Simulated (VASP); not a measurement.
# CuSb (F-43m) in VASP: further runs

CuSb is run at these levels: r2SCAN; tasks: single point.

All numbers are computed with VASP 6.6.1; they aren't measurements. Logs are shortened: lines on timing, memory, paths and dates and some standing lists are left out, and cuts for length are marked.

### Step 1. The cell of the first run

It takes space group F-43m (No. 216, cubic). The conventional cell has a = 5.800 Å, b = 5.800 Å, c = 5.800 Å, α = 90.00°, β = 90.00°, γ = 90.00°. Cu (site symmetry -43m) has 4 Sb at 2.51 Å within 3.3 Å. Within 3.3 Å of Sb (site symmetry -43m) lie 4 Cu at 2.51 Å.

### Step 2. Single point, r2SCAN (24.39 Å³/atom)

File POSCAR:

```
CuSb
1.0
    0.0000000000      2.9001448414      2.9001448414
    2.9001448414      0.0000000000      2.9001448414
    2.9001448414      2.9001448414      0.0000000000
Cu Sb
1 1
Direct
    0.0000000000      0.0000000000      0.0000000000
    0.2500000000      0.2500000000      0.2500000000
```

File INCAR.step1:

```
ALGO = Normal
EDIFF = 1E-5
ENCUT = 660
GGA = PE
GGA_COMPAT = F
ISMEAR = 0
LASPH = T
LCHARG = F
LREAL = F
LWAVE = T
NBANDS = 15
NELM = 120
PREC = Accurate
SIGMA = 0.05
```

File INCAR.step2:

```
ALGO = Normal
EDIFF = 1E-6
ENCUT = 660
GGA_COMPAT = F
ISIF = 2
ISMEAR = 0
ISTART = 1
LASPH = T
LCHARG = F
LMIXTAU = T
LREAL = F
LWAVE = F
METAGGA = R2SCAN
NBANDS = 15
NELM = 120
PREC = Accurate
SIGMA = 0.05
```

File KPOINTS:

```
k-points
0
Gamma
  10 10 10
```

Potentials or basis: VASP PAW PBE potentials, release 64 (Cu, Sb).

Run with:

```
> cat potpaw_PBE.64/Cu/POTCAR potpaw_PBE.64/Sb/POTCAR > POTCAR
> cp INCAR.step1 INCAR
> mpirun -np 1 vasp_std > vasp.out
> cp INCAR.step2 INCAR
> mpirun -np 1 vasp_std > vasp.out
```

OUTCAR:

```text
EDIFF = 1E-6
   ENCUT = 660
   ISIF = 2
   ISMEAR = 0
   ISTART = 1
   LASPH = T
   LREAL = F
   METAGGA = R2SCAN
   NELM = 120
   PREC = Accurate

 ion  position               nearest neighbor table
   1  0.000  0.000  0.000-   2 2.51   2 2.51   2 2.51   2 2.51
   2  0.250  0.250  0.250-   1 2.51   1 2.51   1 2.51   1 2.51

  LATTYP: Found a face centered cubic cell.
 ALAT       =     5.8002896828

  Lattice vectors:

 A1 = (   0.0000000000,   2.9001448414,   2.9001448414)
 A2 = (   2.9001448414,   0.0000000000,   2.9001448414)
 A3 = (   2.9001448414,   2.9001448414,   0.0000000000)

Analysis of symmetry for initial positions (statically):
=====================================================================
 Subroutine PRICEL returns:
 Original cell was already a primitive cell.

 Routine SETGRP: Setting up the symmetry group for a
 face centered cubic supercell.

 Subroutine GETGRP returns: Found 24 space group operations
 (whereof 24 operations were pure point group operations)
 out of a pool of 48 trial point group operations.

The static configuration has the point symmetry T_d .

Analysis of symmetry for dynamics (positions and initial velocities):
=====================================================================
 Subroutine PRICEL returns:
 Original cell was already a primitive cell.

 Routine SETGRP: Setting up the symmetry group for a
 face centered cubic supercell.

 Subroutine GETGRP returns: Found 24 space group operations
 (whereof 24 operations were pure point group operations)
 out of a pool of 48 trial point group operations.

The dynamic configuration has the point symmetry T_d .

 Subroutine INISYM returns: Found 24 space group operations
 (whereof 24 operations are pure point group operations),
 and found     1 'primitive' translations

----------------------------------------------------------------------------------------

                                     Primitive cell

  volume of cell :      48.7853

  direct lattice vectors                    reciprocal lattice vectors
     0.000000000  2.900144841  2.900144841    -0.172405182  0.172405182  0.172405182
     2.900144841  0.000000000  2.900144841     0.172405182 -0.172405182  0.172405182
     2.900144841  2.900144841  0.000000000     0.172405182  0.172405182 -0.172405182

  length of vectors
     4.101424168  4.101424168  4.101424168     0.298614535  0.298614535  0.298614535

  position of ions in fractional coordinates (direct lattice)
     0.000000000  0.000000000  0.000000000
[... 89 lines left out ...]
   NELECT =      16.0000    total number of electrons
   NUPDOWN=      -1.0000    fix difference up-down
   EMIN   =  10.00;   EMAX   =-10.00  energy-range for DOS
   EFERMI =   0.00;   METHOD = LEGACY
   ISMEAR =     0;   SIGMA  =   0.05  broadening in eV -4-tet -1-fermi 0-gaus
   EFERMI_NEDOS =   21; number of points for ismear=-14 and -15
   IALGO  =     38    algorithm
   IMIX   =      4    mixing-type and parameters
     AMIX     =   0.40;   BMIX     =  1.00
     AMIX_MAG =   1.60;   BMIX_MAG =  1.00
  volume/ion in A,a.u.               =      24.39       164.61
  Fermi-wavevector in a.u.,A,eV,Ry     =   1.128977  2.133457 17.341841  1.274589
  Thomas-Fermi vector in A             =   2.265669
   LORBIT       =      0    0 simple, 1 ext, 2 COOP (PROOUT), +10 PAW based schemes
   METAGGA = R2SCAN    functional components
   LHFCALC =     F    Hartree Fock is set to
   AEXX    =    0.0000 exact exchange contribution
   IVDW    =     0    specifies the selected vdW correction
   LEPSILON=     F    determine dielectric tensor
   LRPA    =     F    only Hartree local field effects (RPA)
 non-spin polarized calculation
 Gauss-broadening in eV      SIGMA  =   0.05
  energy-cutoff  :      660.00
  volume of cell :       48.79
 maximum number of plane-waves:      1901
 NGX is ok and might be reduce to    36
   NGX = 17   NGY = 17   NGZ = 17

 number of electron      16.0000008 magnetization

 Free energy of the ion-electron system (eV)
  ---------------------------------------------------
  ext. energy  EPLUGINS =         0.00000000
  ---------------------------------------------------
  free energy    TOTEN  =       -35.85521044 eV

  energy without entropy =      -35.85349961  energy(sigma->0) =      -35.85435503

 E-fermi :   4.8853     XC(G=0): -10.1925

 val. band max:        4.8419442747   @ k =   0.5000   0.3000   0.1000
 cond. band min:       4.8976544088   @ k =   0.4000   0.2000   0.0000
 fundamental gap:      0.0557101341
 Fermi energy:         4.8853126623

 k-point     1 :       0.0000    0.0000    0.0000
  band No.  band energies     occupation
      1      -6.1880      2.00000
      2       1.1745      2.00000
      3       1.1745      2.00000
      4       1.1745      2.00000
      5       1.8365      2.00000
      6       1.8365      2.00000
      7       7.6694      0.00000
      8       7.6694      0.00000
      9       7.6694      0.00000
     10      10.2951      0.00000
     11      11.0347      0.00000
     12      11.0347      0.00000
     13      11.0347      0.00000
     14      14.2690      0.00000
[... 401 lines left out ...]
      2       0.4660      2.00000
      3       1.4373      2.00000
      4       1.4550      2.00000
      5       1.7920      2.00000
      6       1.8814      2.00000
      7       3.1150      2.00000
      8       4.3613      2.00000
      9       4.6618      2.00000
     10       9.1479      0.00000
     11      10.1259      0.00000
     12      15.1686      0.00000
     13      15.4648      0.00000
     14      18.2082      0.00000
     15      18.3757      0.00000

 [... further k-points ...]

------------------------ aborting loop because EDIFF is reached ----------------------------------------

  FORCE on cell =-STRESS in cart. coord.  units (eV):
  Direction    XX          YY          ZZ          XY          YZ          ZX
  --------------------------------------------------------------------------------------
  -------------------------------------------------------------------------------------
  Total        0.0058181      0.0058181      0.0058181      0.0000000      0.0000000     -0.0000000
  in kB        0.1910760      0.1910760      0.1910760      0.0000000      0.0000000     -0.0000000
  external PRESSURE =       0.1910760 kB  Pullay stress =       0.0000000 kB

 VOLUME and BASIS-vectors are now :
 -----------------------------------------------------------------------------
  energy-cutoff  :      660.00
  volume of cell :       48.79
      direct lattice vectors                 reciprocal lattice vectors
     0.000000000  2.900144841  2.900144841    -0.172405182  0.172405182  0.172405182
     2.900144841  0.000000000  2.900144841     0.172405182 -0.172405182  0.172405182
     2.900144841  2.900144841  0.000000000     0.172405182  0.172405182 -0.172405182

 POSITION                                       TOTAL-FORCE (eV/Angst)
 -----------------------------------------------------------------------------------
      0.00000      0.00000      0.00000         0.000000      0.000000      0.000000
      1.45007      1.45007      1.45007        -0.000000     -0.000000     -0.000000
 -----------------------------------------------------------------------------------
    total drift:                               -0.000000     -0.000000     -0.000000

  FREE ENERGIE OF THE ION-ELECTRON SYSTEM (eV)
  ---------------------------------------------------
  free  energy   TOTEN  =       -35.8552104356 eV

  energy  without entropy=      -35.8534996149  energy(sigma->0) =      -35.85435503
```

Run time: 74 s. Hardware: 1 thread of Intel Xeon 6975P-C (Granite Rapids), shared host; peak memory 0.24 GiB.

Results:

```
Free energy            : -35.8552 eV
Pressure               : 0.0 GPa
Band gap on the k mesh : zero (bands 8 and 9 overlap by 4.08 eV)
```

Caveat: the PAW data sets were made with another functional, which shifts forces and pressure a little; spin-orbit coupling is left out, which moves the levels of the heavy elements.

### Step 3. Single point, r2SCAN

POSCAR is that of step 2.

File INCAR.step1:

```
SYSTEM = CuSb
PREC = Accurate
ENCUT = 660
ISMEAR = 0
SIGMA = 0.05
LREAL = .FALSE.
LASPH = .TRUE.
NELM = 120
NBANDS = 15
GGA = PE
ALGO = Normal
EDIFF = 1E-5
LWAVE = .TRUE.
LCHARG = .FALSE.
GGA_COMPAT = .FALSE.
```

File INCAR.step2:

```
SYSTEM = CuSb
PREC = Accurate
ENCUT = 660
EDIFF = 1E-6
ISMEAR = 0
SIGMA = 0.05
LREAL = .FALSE.
LASPH = .TRUE.
NELM = 120
ALGO = Normal
ISIF = 2
LWAVE = .FALSE.
LCHARG = .TRUE.
METAGGA = R2SCAN
LMIXTAU = .TRUE.
LELF = .TRUE.
LVHAR = .TRUE.
NBANDS = 15
ISTART = 1
GGA_COMPAT = .FALSE.
```

File KPOINTS:

```
regular mesh
0
G
  10 10 10
  0 0 0
```

Potentials or basis: VASP PAW PBE potentials, release 64 (Cu, Sb).

Run with:

```
> cat potpaw_PBE.64/Cu/POTCAR potpaw_PBE.64/Sb/POTCAR > POTCAR
> cp INCAR.step1 INCAR
> mpirun -np 1 vasp_std > vasp.out
> cp INCAR.step2 INCAR
> mpirun -np 1 vasp_std > vasp.out
```

Run time: 77 s. Hardware: 1 thread of Intel Xeon 6975P-C (Granite Rapids), shared host; peak memory 0.24 GiB.

The run converged. Its results:

* Free energy: -35.8552 eV
* Pressure: 0.0 GPa
* Band gap on the k mesh: zero (bands 8 and 9 overlap by 4.08 eV)

Levels at points of the mesh, in eV from the Fermi level:
```tsv
k point	band 5	band 6	band 7	band 8	band 9	band 10	band 11	band 12
(0.00, 0.00, 0.00)	-3.05	-3.05	2.78	2.78	2.78	5.41	6.15	6.15
(0.50, 0.00, 0.00)	-3.02	-3.02	-2.86	1.24	1.24	4.69	6.82	6.82
(0.50, 0.50, 0.00)	-2.99	-2.89	-2.68	-0.86	-0.86	3.85	4.08	13.41
```

Caveat: the PAW data sets were made with another functional, which shifts forces and pressure a little; spin-orbit coupling is left out, which moves the levels of the heavy elements.

### Step 4. Single point, r2SCAN

POSCAR is that of step 3.

File INCAR.step1:

```
PREC     = Accurate       # precision mode
ENCUT    = 660            # plane-wave cutoff, eV
ISMEAR   = 0              # smearing method
SIGMA    = 0.01           # smearing width, eV
LREAL    = F              # projectors in reciprocal space
LASPH    = T              # aspherical terms in the spheres
NELM     = 120            # most SCF steps
NBANDS   = 15             # bands
GGA      = PE             # functional
ALGO     = Normal         # electronic algorithm
EDIFF    = 1E-5           # SCF threshold, eV
LWAVE    = T              # write WAVECAR
LCHARG   = F              # write CHGCAR
GGA_COMPAT= F
```

File INCAR.step2:

```
PREC     = Accurate       # precision mode
ENCUT    = 660            # plane-wave cutoff, eV
EDIFF    = 1E-6           # SCF threshold, eV
ISMEAR   = 0              # smearing method
SIGMA    = 0.01           # smearing width, eV
LREAL    = F              # projectors in reciprocal space
LASPH    = T              # aspherical terms in the spheres
NELM     = 120            # most SCF steps
ALGO     = Normal         # electronic algorithm
ISIF     = 2              # what is computed and relaxed
LWAVE    = F              # write WAVECAR
LCHARG   = F              # write CHGCAR
METAGGA  = R2SCAN         # meta-GGA
LMIXTAU  = T            
NBANDS   = 15             # bands
ISTART   = 1            
GGA_COMPAT= F
```

File KPOINTS:

```
Automatic mesh
0
Gamma
  10 10 10
```

Run with:

```
> cat potpaw_PBE.64/Cu/POTCAR potpaw_PBE.64/Sb/POTCAR > POTCAR
> cp INCAR.step1 INCAR
> mpirun -np 1 vasp_std > vasp.out
> cp INCAR.step2 INCAR
> mpirun -np 1 vasp_std > vasp.out
```

It took 83 s on 1 thread of Intel Xeon 6975P-C (Granite Rapids), shared host; peak memory 0.24 GiB.

The run converged. Its results:

```
Free energy            : -35.8544 eV
Pressure               : 0.0 GPa
Band gap on the k mesh : zero (bands 8 and 9 overlap by 4.08 eV)
```

Levels at points of the mesh, in eV from the Fermi level:
```
           k point  band 5  band 6  band 7  band 8  band 9  band 10  band 11  band 12
(0.00, 0.00, 0.00)   -3.06   -3.06    2.78    2.78    2.78     5.40     6.14     6.14
(0.50, 0.00, 0.00)   -3.03   -3.03   -2.87    1.23    1.23     4.68     6.81     6.81
(0.50, 0.50, 0.00)   -3.00   -2.90   -2.69   -0.87   -0.87     3.84     4.07    13.40
```

Caveat: the PAW data sets were made with another functional, which shifts forces and pressure a little; spin-orbit coupling is left out, which moves the levels of the heavy elements.

### Step 5. Single point, r2SCAN

POSCAR is that of step 4.

File INCAR.step1:

```
SYSTEM = CuSb
  ALGO = Normal
  EDIFF = 1E-5
  ENCUT = 660
  GGA = PE
  GGA_COMPAT = .False.
  ISMEAR = 1
  LASPH = .True.
  LCHARG = .False.
  LREAL = .False.
  LWAVE = .True.
  NBANDS = 15
  NELM = 120
  PREC = Accurate
  SIGMA = 0.15
```

File INCAR.step2:

```
SYSTEM = CuSb
  ALGO = Normal
  EDIFF = 1E-6
  ENCUT = 660
  GGA_COMPAT = .False.
  ISIF = 2
  ISMEAR = 1
  ISTART = 1
  LASPH = .True.
  LCHARG = .False.
  LMIXTAU = .True.
  LREAL = .False.
  LWAVE = .False.
  METAGGA = R2SCAN
  NBANDS = 15
  NELM = 120
  PREC = Accurate
  SIGMA = 0.15
```

File KPOINTS:

```
k-points
0
Gamma
  10 10 10
  0 0 0
```

Potentials or basis: VASP PAW PBE potentials, release 64 (Cu, Sb).

Run with:

```
> cat potpaw_PBE.64/Cu/POTCAR potpaw_PBE.64/Sb/POTCAR > POTCAR
> cp INCAR.step1 INCAR
> mpirun -np 1 vasp_std > vasp.out
> cp INCAR.step2 INCAR
> mpirun -np 1 vasp_std > vasp.out
```

OUTCAR:

```text
SYSTEM = CuSb
   EDIFF = 1E-6
   ENCUT = 660
   ISIF = 2
   ISMEAR = 1
   ISTART = 1
   LASPH = .True.
   LREAL = .False.
   METAGGA = R2SCAN
   NELM = 120
   PREC = Accurate

 ion  position               nearest neighbor table
   1  0.000  0.000  0.000-   2 2.51   2 2.51   2 2.51   2 2.51
   2  0.250  0.250  0.250-   1 2.51   1 2.51   1 2.51   1 2.51

  LATTYP: Found a face centered cubic cell.
 ALAT       =     5.8002896828

  Lattice vectors:

 A1 = (   0.0000000000,   2.9001448414,   2.9001448414)
 A2 = (   2.9001448414,   0.0000000000,   2.9001448414)
 A3 = (   2.9001448414,   2.9001448414,   0.0000000000)

Analysis of symmetry for initial positions (statically):
=====================================================================
 Subroutine PRICEL returns:
 Original cell was already a primitive cell.

 Routine SETGRP: Setting up the symmetry group for a
 face centered cubic supercell.

 Subroutine GETGRP returns: Found 24 space group operations
 (whereof 24 operations were pure point group operations)
 out of a pool of 48 trial point group operations.

The static configuration has the point symmetry T_d .

Analysis of symmetry for dynamics (positions and initial velocities):
=====================================================================
 Subroutine PRICEL returns:
 Original cell was already a primitive cell.

 Routine SETGRP: Setting up the symmetry group for a
 face centered cubic supercell.

 Subroutine GETGRP returns: Found 24 space group operations
 (whereof 24 operations were pure point group operations)
 out of a pool of 48 trial point group operations.

The dynamic configuration has the point symmetry T_d .

 Subroutine INISYM returns: Found 24 space group operations
 (whereof 24 operations are pure point group operations),
 and found     1 'primitive' translations

----------------------------------------------------------------------------------------
[... 122 lines left out ...]
   LEPSILON=     F    determine dielectric tensor
   LRPA    =     F    only Hartree local field effects (RPA)
 non-spin polarized calculation
 Methfessel and Paxton  Order N= 1 SIGMA  =   0.15
  energy-cutoff  :      660.00
  volume of cell :       48.79
 maximum number of plane-waves:      1901
 NGX is ok and might be reduce to    36
   NGX = 17   NGY = 17   NGZ = 17

 number of electron      16.0000008 magnetization

 Free energy of the ion-electron system (eV)
  ---------------------------------------------------
  ext. energy  EPLUGINS =         0.00000000
  ---------------------------------------------------
  free energy    TOTEN  =       -35.85454124 eV

  energy without entropy =      -35.85364668  energy(sigma->0) =      -35.85424305

 E-fermi :   4.8896     XC(G=0): -10.1923

 val. band max:        4.8421047011   @ k =   0.5000   0.3000   0.1000
 cond. band min:       4.8977961409   @ k =   0.4000   0.2000   0.0000
 fundamental gap:      0.0556914398
 Fermi energy:         4.8895770559

 k-point     1 :       0.0000    0.0000    0.0000
  band No.  band energies     occupation
      1      -6.1876      2.00000
      2       1.1744      2.00000
      3       1.1744      2.00000
      4       1.1744      2.00000
      5       1.8363      2.00000
      6       1.8363      2.00000
      7       7.6696     -0.00000
      8       7.6696     -0.00000
      9       7.6696     -0.00000
     10      10.2954      0.00000
     11      11.0349      0.00000
     12      11.0349      0.00000
     13      11.0349      0.00000
     14      14.2691      0.00000
[... 401 lines left out ...]
      2       0.4661      2.00000
      3       1.4372      2.00000
      4       1.4549      2.00000
      5       1.7918      2.00000
      6       1.8812      2.00000
      7       3.1149      2.00000
      8       4.3615      2.00001
      9       4.6620      2.05375
     10       9.1481      0.00000
     11      10.1260      0.00000
     12      15.1688      0.00000
     13      15.4651      0.00000
     14      18.2084      0.00000
     15      18.3760      0.00000

 [... further k-points ...]

------------------------ aborting loop because EDIFF is reached ----------------------------------------

  FORCE on cell =-STRESS in cart. coord.  units (eV):
  Direction    XX          YY          ZZ          XY          YZ          ZX
  --------------------------------------------------------------------------------------
  -------------------------------------------------------------------------------------
  Total        0.0083539      0.0083539      0.0083539      0.0000000      0.0000000     -0.0000000
  in kB        0.2743544      0.2743544      0.2743544      0.0000000      0.0000000     -0.0000000
  external PRESSURE =       0.2743544 kB  Pullay stress =       0.0000000 kB

 VOLUME and BASIS-vectors are now :
 -----------------------------------------------------------------------------
  energy-cutoff  :      660.00
  volume of cell :       48.79
      direct lattice vectors                 reciprocal lattice vectors
     0.000000000  2.900144841  2.900144841    -0.172405182  0.172405182  0.172405182
     2.900144841  0.000000000  2.900144841     0.172405182 -0.172405182  0.172405182
     2.900144841  2.900144841  0.000000000     0.172405182  0.172405182 -0.172405182

 POSITION                                       TOTAL-FORCE (eV/Angst)
 -----------------------------------------------------------------------------------
      0.00000      0.00000      0.00000        -0.000000     -0.000000     -0.000000
      1.45007      1.45007      1.45007         0.000000      0.000000      0.000000
 -----------------------------------------------------------------------------------
    total drift:                               -0.000000     -0.000000     -0.000000

  FREE ENERGIE OF THE ION-ELECTRON SYSTEM (eV)
  ---------------------------------------------------
  free  energy   TOTEN  =       -35.8545412380 eV

  energy  without entropy=      -35.8536466824  energy(sigma->0) =      -35.85424305
```

Wall time 93 s (1 thread of Intel Xeon 6975P-C (Granite Rapids), shared host); peak memory 0.24 GiB.

Results:

```yaml
Free_energy: -35.8545 eV
Pressure: 0.0 GPa
Band_gap_on_the_k_mesh: zero (bands 8 and 9 overlap by 4.08 eV)
```

Caveat: the PAW data sets were made with another functional, which shifts forces and pressure a little; spin-orbit coupling is left out, which moves the levels of the heavy elements.

### Step 6. Summary

| smearing | gap on the mesh (eV) | pressure (GPa) |
| --- | --- | --- |
| gaussian 0.05 eV | none | 0.0 |
| gaussian 0.01 eV | none | 0.0 |
| methfessel-paxton 0.15 eV | none | 0.0 |

Alike in all rows: task single point; level r2SCAN; potentials or basis VASP PAW PBE potentials, release 64 (Cu, Sb); no spin polarisation; cell as given; k mesh 10 × 10 × 10; cutoff (eV) 660.

Caveats: the PAW data sets were made with another functional, which shifts forces and pressure a little; spin-orbit coupling is left out, which moves the levels of the heavy elements.

Total energies depend on the potentials used, so only differences within one code and one set of settings carry meaning.
